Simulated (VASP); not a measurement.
**Cu5Mo: single point with PBE**

Crystal: Cu5Mo.

```
Cu Mo
1.0
     0.00000    3.37220    3.37220
     3.37220    0.00000    3.37220
     3.37220    3.37220    0.00000
Cu Mo
5 1
Direct
  0.25000 0.25000 0.25000
  0.12831 0.62390 0.62390
  0.62390 0.62390 0.62390
  0.62390 0.62390 0.12831
  0.62390 0.12831 0.62390
  0.00000 0.00000 0.00000
```

```
Program                : VASP 6.6.1
Task                   : single point
Functional             : PBE
Potentials or basis    : VASP PAW PBE potentials, release 64 (Cu, Mo_sv)
Cutoff                 : 520 eV
k mesh                 : 4 × 4 × 4
Occupations            : gaussian, width 0.1 eV
Spin                   : collinear spin, ferromagnetic start
Starting moments       : [0.0, 0.0, 0.0, 0.0, 0.0, 1.0] μB
Dipole correction      : no
Further INCAR settings : ALGO = Normal; EDIFF = 1e-06; NBANDS = 48
```

```
Pressure                                              : 2.2 GPa
Largest force                                         : 0.376 eV/Å
Net moment                                            : 1.97 μB per cell
Site moments                                          : Cu +0.08, +0.05; Mo +1.51 μB
Valence electrons inside the program's atomic spheres : Cu 9.85, 10.11; Mo 12.17
```

Forces in eV/Å, atoms in the order of the input:
```
Cu   0.000  0.000  0.000
Cu   0.217 -0.217 -0.217
Cu   0.217  0.217  0.217
Cu  -0.217 -0.217  0.217
Cu  -0.217  0.217 -0.217
Mo   0.000  0.000  0.000
```

Levels at points of the mesh, in eV from the Fermi level:
Spin up:
| k point | band 31 | band 32 | band 33 | band 34 | band 35 | band 36 | band 37 | band 38 | band 39 | band 40 |
| --- | --- | --- | --- | --- | --- | --- | --- | --- | --- | --- |
| (0.00, 0.00, 0.00) | -1.48 | -1.48 | -1.48 | -0.71 | -0.71 | -0.05 | 3.24 | 3.24 | 3.24 | 4.40 |
| (0.50, 0.00, 0.00) | -1.48 | -0.94 | -0.94 | -0.59 | -0.16 | -0.16 | 1.03 | 2.00 | 2.00 | 5.24 |
| (0.50, 0.50, 0.00) | -2.08 | -1.91 | -0.19 | -0.01 | 0.01 | 0.01 | 0.09 | 0.09 | 1.99 | 3.28 |
Spin down:
```
           k point  band 29  band 30  band 31  band 32  band 33  band 34  band 35  band 36  band 37  band 38
(0.00, 0.00, 0.00)    -1.41    -1.41    -1.08    -1.08    -1.08    -0.05    -0.02    -0.02     3.58     3.58
(0.50, 0.00, 0.00)    -2.17    -2.17    -1.41    -0.45    -0.45    -0.16     0.70     0.70     1.50     2.24
(0.50, 0.50, 0.00)    -2.14    -1.99    -1.96    -1.58     0.16     0.16     0.49     0.67     0.96     0.96
```

Wall time 45 s on 1 thread of Intel(R) Xeon(R) 6975P-C (Granite Rapids) (shared host), peak memory 0.25 GiB.

Caveat: the k points lie up to 0.40 Å⁻¹ apart.
